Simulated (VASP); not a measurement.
Sc:

```xyz
1
Lattice="-1.8790 1.8790 2.3805 1.8790 -1.8790 2.3805 1.8790 1.8790 -2.3805" Properties=species:S:1:pos:R:3 pbc="T T T"
Sc    0.0000    0.0000    0.0000
```

Base run:

| Item | Value |
| --- | --- |
| Program | VASP 6.6.1 |
| Functional | LDA |
| Potentials or basis | VASP PAW LDA potentials, release 64 (Sc_sv) |
| Cutoff | 520 eV |
| k mesh | 12 × 12 × 12 |
| Occupations | gaussian, width 0.05 eV |
| Spin | no spin polarisation |

Its results: band gap on the k mesh zero (an odd number of electrons rules out a gap without spin polarisation); pressure -12.0 GPa.

Question: The run is repeated on the same cell with these changes: functional from LDA to r2SCAN; potentials or basis from VASP PAW LDA potentials, release 64 (Sc_sv) to VASP PAW PBE potentials, release 64 (Sc_sv). What comes out?

Answer: Band gap on the k mesh zero (an odd number of electrons rules out a gap without spin polarisation); pressure -9.8 GPa.

Caveats: the cell stands under tension; the PAW data sets were made with another functional, which shifts forces and pressure a little (at least some runs).
